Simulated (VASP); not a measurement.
The system is Hf3ZrS8.

```
CELL_PARAMETERS angstrom
-6.22741 -0.00019 0.07923
0.08653 -0.05254 -6.89097
-0.00022 -7.19071 -0.05647
ATOMIC_POSITIONS crystal
Zr 0.49448 0.99487 0.00276
Hf 0.99166 0.00201 0.25532
Hf 0.50018 0.99822 0.50424
Hf 0.99917 0.97977 0.74043
S 0.33384 0.79231 0.23725
S 0.83968 0.79404 0.50671
S 0.32999 0.80820 0.74590
S 0.82884 0.78488 0.00152
S 0.15919 0.21275 0.00010
S 0.65934 0.21488 0.24913
S 0.17629 0.21375 0.50704
S 0.68732 0.20432 0.74960
```

| Item | Value |
| --- | --- |
| Program | VASP 6.6.1 |
| Task | relaxation of cell and atoms |
| Functional | PBE |
| Potentials or basis | VASP PAW PBE potentials, release 64 (Zr_sv, Hf_pv, S) |
| Cutoff | 600 eV |
| k mesh | 2 × 2 × 2 |
| Occupations | gaussian, width 0.1 eV |
| Spin | no spin polarisation |

At the start: pressure 4.5 GPa; volume 25.71 Å³/atom.

Where does the relaxation end?

Over 22 steps the energy falls by 65.6 meV/atom and the volume is 26.66 Å³/atom (+3.7 %); space group P1 (No. 1, to 0.1 Å) before, P2/m (No. 10, to 0.1 Å).

Step by step:
```csv
step,energy change (eV),largest force (eV/Å),pressure (GPa),volume (Å³)
1,0.0000,2.5555,4.46,308.51
2,-0.2060,1.3271,-5.26,341.41
3,-0.6021,0.6947,-1.49,325.59
4,-0.7264,0.5160,0.46,318.96
5,-0.7265,0.5095,0.41,319.10
6,-0.7640,0.2322,0.01,320.39
7,-0.7698,0.2072,-0.20,321.15
8,-0.7791,0.1268,0.12,319.97
9,-0.7791,0.1286,0.15,319.87
10,-0.7827,0.0777,-0.12,320.63
11,-0.7829,0.0810,-0.20,320.85
12,-0.7846,0.0709,0.11,319.76
13,-0.7847,0.0625,0.05,319.94
14,-0.7854,0.0426,0.00,320.10
15,-0.7856,0.0638,-0.03,320.24
16,-0.7863,0.0447,0.02,320.06
17,-0.7864,0.0443,0.06,319.94
18,-0.7867,0.0342,-0.09,320.41
19,-0.7867,0.0345,-0.07,320.32
20,-0.7870,0.0279,-0.03,320.13
21,-0.7872,0.0379,0.01,319.93
22,-0.7875,0.0175,0.01,319.90
```

Final structure:
```
Zr Hf S
1.0
    -6.31583    0.00119    0.04942
     0.05453    0.00858   -6.89072
     0.00171   -7.35090    0.00818
Zr Hf S
1 3 8
Direct
  0.50055 0.00123 0.99990
  0.00052 0.00043 0.25037
  0.49983 0.00007 0.49986
  0.00005 0.99833 0.74935
  0.32920 0.79073 0.25160
  0.82954 0.79099 0.49894
  0.32958 0.79055 0.74775
  0.83313 0.79032 0.00010
  0.16575 0.20915 0.00008
  0.67073 0.20986 0.25298
  0.16967 0.20872 0.50075
  0.67146 0.20963 0.74832
```

Caveat: the k points lie up to 0.50 Å⁻¹ apart in the final cell.
